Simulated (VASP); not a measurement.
Input of a VASP 6.6.1 run:

The input INCAR:

```
  PREC = Accurate
  ENCUT = 600
  EDIFF = 1E-6
  ISMEAR = 0
  SIGMA = 0.1
  LREAL = F
  LASPH = T
  NELM = 100
  ALGO = Fast
  ISIF = 3
  LWAVE = F
  LCHARG = F
  GGA = PE
  IBRION = 2
  NSW = 100
  EDIFFG = -0.01
```

The input KPOINTS:

```
Automatic mesh
0
Gamma
  12 12 12
```

File POSCAR:

```
SiGeTe2S2
1.0
   -2.4312477656      2.4312477656      5.8483111728
    2.4312477656     -2.4312477656      5.8483111728
    2.4312477656      2.4312477656     -5.8483111728
Si Ge Te S
1 1 2 2
Direct
    0.5000000000      0.5000000000      0.0000000000
    0.0000000000      0.0000000000      0.0000000000
    0.7439304476      0.7439304476      0.0000000000
    0.2560695524      0.2560695524      0.0000000000
    0.5000000000      0.0000000000      0.5000000000
    0.0000000000      0.5000000000      0.5000000000
```

Potentials or basis: VASP PAW PBE potentials, release 64 (Si, Ge_d, Te, S).

The run is started by

```bash
$ cat potpaw_PBE.64/Si/POTCAR potpaw_PBE.64/Ge_d/POTCAR potpaw_PBE.64/Te/POTCAR potpaw_PBE.64/S/POTCAR > POTCAR
$ mpirun -np 1 vasp_std > vasp.out
```

Q: Predict the space group after relaxing (to 0.1 Å).

A: I4/mmm (No. 139).

Q: What does it give for the relaxed cell?

A: a = 6.819 Å, b = 6.819 Å, c = 6.819 Å, α = 138.28°, β = 138.28°, γ = 60.47°.

Q: Estimate the relaxed volume.

A: 23.15 Å³/atom.

Forces in eV/Å, atoms in the order of the input:
```
Si   0.000  0.000  0.000
Ge   0.000  0.000  0.000
Te   0.000  0.000  0.003
Te   0.000  0.000 -0.003
S    0.000  0.000  0.000
S    0.000  0.000  0.000
```
